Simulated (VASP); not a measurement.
# Y in VASP: a series of runs

Runs on Y. Level: LDA. Tasks: electric field gradients.

All numbers are computed with VASP 6.6.1; they aren't measurements. Logs are shortened: lines on timing, memory, paths and dates and some standing lists are left out, and cuts for length are marked.

**1. The cell of the first run**

Symmetry: P6_3/mmc, No. 194, hexagonal system. The conventional cell has a = 3.651 Å, b = 3.651 Å, c = 5.747 Å, α = 90.00°, β = 90.00°, γ = 120.00°. Within 4.7 Å of Y (site symmetry -6m2) lie 12 Y at 3.56 to 3.65 Å.

**2. Electric field gradients, LDA**

Contents of INCAR:

```
SYSTEM = Y
  ALGO = Normal
  EDIFF = 1E-8
  ENCUT = 520
  GGA = CA
  ISIF = 2
  ISMEAR = -1
  LASPH = .True.
  LCHARG = .False.
  LEFG = .True.
  LREAL = .False.
  LWAVE = .False.
  NBANDS = 18
  NELM = 60
  PREC = Accurate
  SIGMA = 0.08
```

Contents of KPOINTS:

```
k-points
0
Gamma
  12 12 7
  0 0 0
```

Contents of POSCAR:

```
Y
1.0
    3.6514992371      0.0000000000      0.0000000000
   -1.8257496185      3.1622911012      0.0000000000
    0.0000000000      0.0000000000      5.7474000000
Y
2
Direct
    0.3333333333      0.6666666667      0.2500000000
    0.6666666667      0.3333333333      0.7500000000
```

Potentials or basis: VASP PAW LDA potentials, release 64 (Y_sv).

Started as:

```sh
> cat potpaw_LDA.64/Y_sv/POTCAR > POTCAR
> mpirun -np 1 vasp_std > vasp.out
```

OUTCAR:

```text
SYSTEM = Y
   EDIFF = 1E-8
   ENCUT = 520
   GGA = CA
   ISIF = 2
   ISMEAR = -1
   LASPH = .True.
   LREAL = .False.
   NELM = 60
   PREC = Accurate

 ion  position               nearest neighbor table
   1  0.333  0.667  0.250-   2 3.56   2 3.56   2 3.56   2 3.56   2 3.56   2 3.56
   2  0.667  0.333  0.750-   1 3.56   1 3.56   1 3.56   1 3.56   1 3.56   1 3.56

  LATTYP: Found a hexagonal cell.
 ALAT       =     3.6514992371
 C/A-ratio  =     1.5739836234

  Lattice vectors:

 A1 = (   3.6514992371,   0.0000000000,   0.0000000000)
 A2 = (  -1.8257496185,   3.1622911012,   0.0000000000)
 A3 = (   0.0000000000,   0.0000000000,   5.7474000000)

Analysis of symmetry for initial positions (statically):
=====================================================================
 Subroutine PRICEL returns:
 Original cell was already a primitive cell.

 Routine SETGRP: Setting up the symmetry group for a
 hexagonal supercell.

 Subroutine GETGRP returns: Found 24 space group operations
 (whereof 12 operations were pure point group operations)
 out of a pool of 24 trial point group operations.

The static configuration has the point symmetry D_3d.
 The point group associated with its full space group is D_6h.

Analysis of symmetry for dynamics (positions and initial velocities):
=====================================================================
 Subroutine PRICEL returns:
 Original cell was already a primitive cell.

 Routine SETGRP: Setting up the symmetry group for a
 hexagonal supercell.

 Subroutine GETGRP returns: Found 24 space group operations
 (whereof 12 operations were pure point group operations)
 out of a pool of 24 trial point group operations.

The dynamic configuration has the point symmetry D_3d.
 The point group associated with its full space group is D_6h.

 Subroutine INISYM returns: Found 24 space group operations
 (whereof 12 operations are pure point group operations),
 and found     1 'primitive' translations

----------------------------------------------------------------------------------------

                                     Primitive cell

  volume of cell :      66.3658

[... 124 lines left out ...]
   NGX = 13   NGY = 13   NGZ = 21

 number of electron      22.0000001 magnetization

 Free energy of the ion-electron system (eV)
  ---------------------------------------------------
  ext. energy  EPLUGINS =         0.00000000
  ---------------------------------------------------
  free energy    TOTEN  =       -13.84118731 eV

  energy without entropy =      -13.75701637  energy(sigma->0) =      -13.79910184

 E-fermi :   2.7785     XC(G=0):  -9.6019

 val. band max:        2.7732962935   @ k =   0.3333   0.0833   0.0000
 cond. band min:       2.7795265061   @ k =   0.2500   0.2500   0.4286
 fundamental gap:      0.0062302126
 Fermi energy:         2.7785244771

 k-point     1 :       0.0000    0.0000    0.0000
  band No.  band energies     occupation
      1     -39.7022      2.00000
      2     -39.6309      2.00000
      3     -20.0948      2.00000
      4     -19.6263      2.00000
      5     -19.6263      2.00000
      6     -19.5392      2.00000
[... 481 lines left out ...]
      5     -19.8233      2.00000
      6     -19.7080      2.00000
[... 10 lines left out ...]
     17       6.5555      0.00000
     18       6.7598      0.00000

 [... further k-points ...]

------------------------ aborting loop because EDIFF is reached ----------------------------------------

  FORCE on cell =-STRESS in cart. coord.  units (eV):
  Direction    XX          YY          ZZ          XY          YZ          ZX
  --------------------------------------------------------------------------------------
  -------------------------------------------------------------------------------------
  Total       -1.5775658     -1.5775658     -1.8191602     -0.0000000      0.0000000      0.0000000
  in kB      -38.0849659    -38.0849659    -43.9174433     -0.0000000      0.0000000      0.0000000
  external PRESSURE =     -40.0291250 kB  Pullay stress =       0.0000000 kB

 VOLUME and BASIS-vectors are now :
 -----------------------------------------------------------------------------
  energy-cutoff  :      520.00
  volume of cell :       66.37
      direct lattice vectors                 reciprocal lattice vectors
     3.651499237  0.000000000  0.000000000     0.273860115  0.158113211  0.000000000
    -1.825749618  3.162291101  0.000000000     0.000000000  0.316226422  0.000000000
     0.000000000  0.000000000  5.747400000     0.000000000  0.000000000  0.173991718

 POSITION                                       TOTAL-FORCE (eV/Angst)
 -----------------------------------------------------------------------------------
     -0.00000      2.10819      1.43685         0.000000     -0.000000      0.000000
      1.82575      1.05410      4.31055        -0.000000      0.000000      0.000000
 -----------------------------------------------------------------------------------
    total drift:                                0.000000     -0.000000      0.000000

  FREE ENERGIE OF THE ION-ELECTRON SYSTEM (eV)
  ---------------------------------------------------
  free  energy   TOTEN  =       -13.8411873111 eV

  energy  without entropy=      -13.7570163659  energy(sigma->0) =      -13.79910184

 Electric field gradients (V/A^2)
---------------------------------------------------------------------
 ion       V_xx      V_yy      V_zz      V_xy      V_xz      V_yz
---------------------------------------------------------------------
   1     -12.375   -12.375    24.751     0.000    -0.000     0.000
   2     -12.375   -12.375    24.751     0.000     0.000    -0.000
---------------------------------------------------------------------

 Electric field gradients after diagonalization (V/A^2)
 (convention: |V_zz| > |V_xx| > |V_yy|)
----------------------------------------------------------------------
 ion       V_xx      V_yy      V_zz     asymmetry (V_yy - V_xx)/ V_zz
----------------------------------------------------------------------
   1     -12.375   -12.375    24.751       0.000
   2     -12.375   -12.375    24.751       0.000
----------------------------------------------------------------------

           NMR quadrupolar parameters

 Cq : quadrupolar parameter    Cq=e*Q*V_zz/h
 eta: asymmetry parameters     (V_yy - V_xx)/ V_zz
 Q  : nuclear electric quadrupole moment in mb (millibarn)
----------------------------------------------------------------------
 ion       Cq(MHz)       eta       Q (mb)
----------------------------------------------------------------------
   1       0.060       0.000       1.000
   2       0.060       0.000       1.000
----------------------------------------------------------------------
```

OSZICAR:

```text
N       E                     dE             d eps       ncg     rms          rms(c)
DAV:   1     0.878336796402E+02    0.87834E+02   -0.11253E+04  2744   0.116E+03
DAV:   2    -0.690121116031E+01   -0.94735E+02   -0.93249E+02  3424   0.258E+02
DAV:   3    -0.140577867204E+02   -0.71566E+01   -0.71032E+01  4744   0.429E+01
DAV:   4    -0.142972278474E+02   -0.23944E+00   -0.23895E+00  3434   0.736E+00
DAV:   5    -0.143030906233E+02   -0.58628E-02   -0.58612E-02  4024   0.900E-01    0.330E+01
DAV:   6    -0.139306211118E+02    0.37247E+00   -0.43760E-01  3004   0.384E+00    0.204E+01
DAV:   7    -0.138543207374E+02    0.76300E-01   -0.83119E-01  3706   0.473E+00    0.159E+00
DAV:   8    -0.138413817977E+02    0.12939E-01   -0.13560E-01  3328   0.213E+00    0.636E-01
DAV:   9    -0.138411776721E+02    0.20413E-03   -0.41622E-03  3596   0.403E-01    0.237E-01
DAV:  10    -0.138411904733E+02   -0.12801E-04   -0.80990E-04  3242   0.242E-01    0.125E-01
DAV:  11    -0.138411886574E+02    0.18159E-05   -0.49465E-05  4184   0.484E-02    0.444E-02
DAV:  12    -0.138411879323E+02    0.72508E-06   -0.91238E-06  3134   0.243E-02    0.312E-02
DAV:  13    -0.138411873041E+02    0.62820E-06   -0.22854E-06  3034   0.137E-02    0.256E-03
DAV:  14    -0.138411873090E+02   -0.48958E-08   -0.13696E-07  4484   0.176E-03    0.163E-03
DAV:  15    -0.138411873111E+02   -0.20946E-08   -0.18987E-08  2336   0.126E-03
   1 F= -.13841187E+02 E0= -.13799102E+02  d E =-.841709E-01
```

Wall time 1.7 min (1 thread of Intel Xeon Platinum 8259CL at 2.50GHz (Skylake/Cascade Lake), shared host); peak memory 0.22 GiB.

Results:

```
Free energy                             : -13.8412 eV
Pressure                                : -4.0 GPa
Band gap on the k mesh                  : zero (bands 11 and 12 overlap by 1.33 eV)
Largest electric field gradient by atom : Y +24.8 V/Å²
```

Levels at points of the mesh, in eV from the Fermi level:
| k point | band 7 | band 8 | band 9 | band 10 | band 11 | band 12 | band 13 | band 14 | band 15 | band 16 |
| --- | --- | --- | --- | --- | --- | --- | --- | --- | --- | --- |
| (0.00, 0.00, 0.00) | -22.32 | -22.29 | -4.66 | -1.87 | 0.92 | 1.69 | 1.69 | 1.95 | 2.27 | 2.27 |
| (0.50, 0.00, 0.00) | -22.44 | -22.38 | -1.68 | -1.18 | -0.81 | -0.07 | 1.35 | 1.42 | 1.99 | 4.91 |

Electric field gradients, principal values (V/Å²):
```csv
atom,least,middle,greatest (by size)
1 Y,-12.375,-12.375,24.751
2 Y,-12.375,-12.375,24.751
```

Caveat: the cell stands under tension; without QUAD_EFG the Cq values of the log hold for a quadrupole moment of 1 mb, not for the nuclei.

**3. Electric field gradients, LDA**

Contents of INCAR:

```
  PREC = Accurate
  ENCUT = 520
  EDIFF = 1E-8
  ISMEAR = -1
  SIGMA = 0.08
  LREAL = F
  LASPH = T
  NELM = 100
  ALGO = Normal
  ISIF = 2
  LWAVE = F
  LCHARG = F
  LEFG = T
  NBANDS = 18
```

Contents of KPOINTS:

```
regular mesh
0
Gamma
  12 12 7
```

POSCAR is that of step 2.

Potentials or basis: VASP PAW LDA potentials, release 64 (Y_sv).

Started as:

```sh
> cat potpaw_LDA.64/Y_sv/POTCAR > POTCAR
> mpirun -np 1 vasp_std > vasp.out
```

OUTCAR:

```text
PREC = Accurate
   ENCUT = 520
   EDIFF = 1E-8
   ISMEAR = -1
   LREAL = F
   LASPH = T
   NELM = 100
   ISIF = 2

 ion  position               nearest neighbor table
   1  0.333  0.667  0.250-   2 3.56   2 3.56   2 3.56   2 3.56   2 3.56   2 3.56
   2  0.667  0.333  0.750-   1 3.56   1 3.56   1 3.56   1 3.56   1 3.56   1 3.56

  LATTYP: Found a hexagonal cell.
 ALAT       =     3.6514992371
 C/A-ratio  =     1.5739836234

  Lattice vectors:

 A1 = (   3.6514992371,   0.0000000000,   0.0000000000)
 A2 = (  -1.8257496185,   3.1622911012,   0.0000000000)
[... 718 lines left out ...]
  ---------------------------------------------------
  free  energy   TOTEN  =       -13.8411873111 eV

  energy  without entropy=      -13.7570163659  energy(sigma->0) =      -13.79910184

 Electric field gradients (V/A^2)
---------------------------------------------------------------------
 ion       V_xx      V_yy      V_zz      V_xy      V_xz      V_yz
---------------------------------------------------------------------
   1     -12.375   -12.375    24.751     0.000    -0.000     0.000
   2     -12.375   -12.375    24.751     0.000     0.000    -0.000
---------------------------------------------------------------------

 Electric field gradients after diagonalization (V/A^2)
 (convention: |V_zz| > |V_xx| > |V_yy|)
----------------------------------------------------------------------
 ion       V_xx      V_yy      V_zz     asymmetry (V_yy - V_xx)/ V_zz
----------------------------------------------------------------------
   1     -12.375   -12.375    24.751       0.000
   2     -12.375   -12.375    24.751       0.000
----------------------------------------------------------------------

           NMR quadrupolar parameters

 Cq : quadrupolar parameter    Cq=e*Q*V_zz/h
 eta: asymmetry parameters     (V_yy - V_xx)/ V_zz
 Q  : nuclear electric quadrupole moment in mb (millibarn)
----------------------------------------------------------------------
 ion       Cq(MHz)       eta       Q (mb)
----------------------------------------------------------------------
   1       0.060       0.000       1.000
   2       0.060       0.000       1.000
----------------------------------------------------------------------
```

Wall time 100 s (1 thread of Intel Xeon Platinum 8259CL at 2.50GHz (Skylake/Cascade Lake), shared host); peak memory 0.22 GiB.

Results:

```yaml
Free_energy: -13.8412 eV
Pressure: -4.0 GPa
Band_gap_on_the_k_mesh: zero (bands 11 and 12 overlap by 1.33 eV)
Largest_electric_field_gradient_by_atom: Y +24.8 V/Å²
```

Electric field gradients, principal values (V/Å²):
| atom | least | middle | greatest (by size) |
| --- | --- | --- | --- |
| 1 Y | -12.375 | -12.375 | 24.751 |
| 2 Y | -12.375 | -12.375 | 24.751 |

Caveat: the cell stands under tension; without QUAD_EFG the Cq values of the log hold for a quadrupole moment of 1 mb, not for the nuclei.

(Part 1 of 2 ends here.)
